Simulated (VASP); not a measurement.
# Al (Fm-3m) in VASP: further runs, part 2 of 2

VASP 6.6.1.

### 3 Single point, PBEsol

This run uses another cell than the first one, of 16.93 Å³/atom, 1.020 times its volume.

Contents of INCAR:

```
SYSTEM = Al
ALGO = Normal
EDIFF = 1E-7
ENCUT = 520
GGA = PS
ISIF = 2
ISMEAR = 1
LASPH = .True.
LCHARG = .False.
LREAL = .False.
LWAVE = .False.
NBANDS = 8
NELM = 100
PREC = Accurate
SIGMA = 0.1
```

Contents of KPOINTS:

```
k-points
0
Gamma
  12 12 12
  0 0 0
```

Contents of POSCAR:

```
Al
1.0
    0.0000000000      2.0382146954      2.0382146954
    2.0382146954      0.0000000000      2.0382146954
    2.0382146954      2.0382146954      0.0000000000
Al
1
Direct
    0.0000000000      0.0000000000      0.0000000000
```

Potentials or basis: VASP PAW PBE potentials, release 64 (Al).

Run with:

```sh
$ cat potpaw_PBE.64/Al/POTCAR > POTCAR
$ mpirun -np 1 vasp_std > vasp.out
```

Wall time 5.2 s (1 thread of Intel Xeon Platinum 8488C (Sapphire Rapids), shared host); peak memory 0.13 GiB.

Results (log left out):

| Quantity | Value |
| --- | --- |
| Free energy | -4.0921 eV |
| Pressure | -3.2 GPa |

Levels at points of the mesh, in eV from the Fermi level:
| k point | band 1 | band 2 | band 3 | band 4 |
| --- | --- | --- | --- | --- |
| (0.00, 0.00, 0.00) | -10.81 | 12.59 | 12.59 | 12.59 |
| (0.50, 0.00, 0.00) | -4.35 | -4.20 | 11.26 | 11.26 |
| (0.50, 0.50, 0.00) | -2.72 | -1.47 | 5.39 | 5.61 |

Caveat: the PAW data sets were made with another functional, which shifts forces and pressure a little.

### 4 Single point, PBEsol

This run uses another cell than the first one, of 17.27 Å³/atom, 1.040 times its volume.

Contents of INCAR:

```
SYSTEM = Al
PREC = Accurate ; ENCUT = 520
EDIFF = 1E-7 ; ISMEAR = 1
SIGMA = 0.1 ; LREAL = .FALSE.
LASPH = .TRUE. ; NELM = 100
ALGO = Normal ; ISIF = 2
LWAVE = .FALSE. ; LCHARG = .TRUE.
GGA = PS ; LELF = .TRUE.
LVHAR = .TRUE. ; NBANDS = 8
```

Contents of KPOINTS:

```
Automatic mesh
0
G
  12 12 12
  0 0 0
```

Contents of POSCAR:

```
Al
1.0
    0.0000000000      2.0514502267      2.0514502267
    2.0514502267      0.0000000000      2.0514502267
    2.0514502267      2.0514502267      0.0000000000
Al
1
Direct
    0.0000000000      0.0000000000      0.0000000000
```

Run with:

```sh
$ cat potpaw_PBE.64/Al/POTCAR > POTCAR
$ mpirun -np 1 vasp_std > vasp.out
```

Wall time 5.5 s (1 thread of Intel Xeon Platinum 8488C (Sapphire Rapids), shared host); peak memory 0.13 GiB.

The run converged. Its results:

```
Free energy : -4.0841 eV
Pressure    : -4.5 GPa
```

Levels at points of the mesh, in eV from the Fermi level:
```tsv
k point	band 1	band 2	band 3	band 4	band 5	band 6
(0.00, 0.00, 0.00)	-10.68	12.49	12.49	12.49	13.64	13.64
(0.50, 0.00, 0.00)	-4.28	-4.18	11.06	11.06	11.37	11.37
(0.50, 0.50, 0.00)	-2.67	-1.47	5.38	5.52	5.52	8.78
```

Caveat: the PAW data sets were made with another functional, which shifts forces and pressure a little.

### 5 Single point, PBEsol

This run uses another cell than the first one, of 17.60 Å³/atom, 1.060 times its volume.

Contents of INCAR:

```
SYSTEM = Al
PREC = Accurate ; ENCUT = 520
EDIFF = 1E-7 ; ISMEAR = 1
SIGMA = 0.1 ; LREAL = .FALSE.
LASPH = .TRUE. ; NELM = 100
ALGO = Normal ; ISIF = 2
LWAVE = .FALSE. ; LCHARG = .FALSE.
GGA = PS ; NBANDS = 8
```

KPOINTS is that of step 4.

Contents of POSCAR:

```
Al
1.0
    0.0000000000      2.0645171409      2.0645171409
    2.0645171409      0.0000000000      2.0645171409
    2.0645171409      2.0645171409      0.0000000000
Al
1
Direct
    0.0000000000      0.0000000000      0.0000000000
```

Potentials or basis: VASP PAW PBE potentials, release 64 (Al).

Run with:

```sh
$ cat potpaw_PBE.64/Al/POTCAR > POTCAR
$ mpirun -np 1 vasp_std > vasp.out
```

OUTCAR:

```text
SYSTEM = Al
   PREC = Accurate
   ENCUT = 520
   EDIFF = 1E-7
   ISMEAR = 1
   LREAL = .FALSE.
   LASPH = .TRUE.
   NELM = 100
   ISIF = 2
   GGA = PS

 ion  position               nearest neighbor table
   1  0.000  0.000  0.000-

  LATTYP: Found a face centered cubic cell.
 ALAT       =     4.1290342818

  Lattice vectors:

 A1 = (   0.0000000000,   2.0645171409,   2.0645171409)
 A2 = (   2.0645171409,   0.0000000000,   2.0645171409)
 A3 = (   2.0645171409,   2.0645171409,   0.0000000000)

Analysis of symmetry for initial positions (statically):
=====================================================================
 Subroutine PRICEL returns:
 Original cell was already a primitive cell.

 Routine SETGRP: Setting up the symmetry group for a
 face centered cubic supercell.

 Subroutine GETGRP returns: Found 48 space group operations
 (whereof 48 operations were pure point group operations)
 out of a pool of 48 trial point group operations.

The static configuration has the point symmetry O_h .

Analysis of symmetry for dynamics (positions and initial velocities):
=====================================================================
 Subroutine PRICEL returns:
[... 154 lines left out ...]
  energy without entropy =       -4.07398143  energy(sigma->0) =       -4.07363915

 E-fermi :   7.1565     XC(G=0): -10.0240

 val. band max:        7.0681079261   @ k =   0.5000   0.2500   0.0833
 cond. band min:       7.2298418443   @ k =  -0.4167   0.4167   0.0833
 fundamental gap:      0.1617339182
 Fermi energy:         7.1564950078

 k-point     1 :       0.0000    0.0000    0.0000
  band No.  band energies     occupation
      1      -3.3970      2.00000
      2      19.5421      0.00000
      3      19.5421      0.00000
      4      19.5421      0.00000
      5      20.5603      0.00000
      6      20.5603      0.00000
      7      20.5603      0.00000
      8      23.3182      0.00000
[... 243 lines left out ...]
 k-point    24 :      -0.4167    0.1667    0.0000
  band No.  band energies     occupation
      1       2.9191      2.00000
      2       4.2990      2.00000
      3      12.5298      0.00000
      4      15.6607      0.00000
      5      17.4726      0.00000
      6      21.9590      0.00000
      7      24.4771      0.00000
      8      27.4934      0.00000

 [... further k-points ...]
[... 5 lines left out ...]
  --------------------------------------------------------------------------------------
  -------------------------------------------------------------------------------------
  Total       -0.6256522     -0.6256522     -0.6256522      0.0000000      0.0000000      0.0000000
  in kB      -56.9584376    -56.9584376    -56.9584376      0.0000000      0.0000000      0.0000000
  external PRESSURE =     -56.9584376 kB  Pullay stress =       0.0000000 kB

 VOLUME and BASIS-vectors are now :
 -----------------------------------------------------------------------------
  energy-cutoff  :      520.00
  volume of cell :       17.60
      direct lattice vectors                 reciprocal lattice vectors
     0.000000000  2.064517141  2.064517141    -0.242187381  0.242187381  0.242187381
     2.064517141  0.000000000  2.064517141     0.242187381 -0.242187381  0.242187381
     2.064517141  2.064517141  0.000000000     0.242187381  0.242187381 -0.242187381

 POSITION                                       TOTAL-FORCE (eV/Angst)
 -----------------------------------------------------------------------------------
      0.00000      0.00000      0.00000         0.000000      0.000000      0.000000
 -----------------------------------------------------------------------------------
    total drift:                               -0.000000      0.000000     -0.000000

  FREE ENERGIE OF THE ION-ELECTRON SYSTEM (eV)
  ---------------------------------------------------
  free  energy   TOTEN  =        -4.0734680137 eV

  energy  without entropy=       -4.0739814269  energy(sigma->0) =       -4.07363915
```

Wall time 4.9 s (1 thread of Intel Xeon Platinum 8488C (Sapphire Rapids), shared host); peak memory 0.13 GiB.

Results:

```
Free energy : -4.0735 eV
Pressure    : -5.7 GPa
```

Caveat: the PAW data sets were made with another functional, which shifts forces and pressure a little.

### 6 Overview

| cell | gap on the mesh (eV) | pressure (GPa) |
| --- | --- | --- |
| a = 2.864 Å, angles 60.0°, 1 atom | none | -1.7 |
| a = 2.882 Å, angles 60.0°, 1 atom | none | -3.2 |
| a = 2.901 Å, angles 60.0°, 1 atom | none | -4.5 |
| a = 2.920 Å, angles 60.0°, 1 atom | none | -5.7 |

Alike in all rows: task single point; level PBEsol; potentials or basis VASP PAW PBE potentials, release 64 (Al); no spin polarisation; k mesh 12 × 12 × 12; cutoff (eV) 520; smearing methfessel-paxton 0.1 eV.

Caveats: the PAW data sets were made with another functional, which shifts forces and pressure a little.

Total energies depend on the potentials used, so only differences within one code and one set of settings carry meaning.
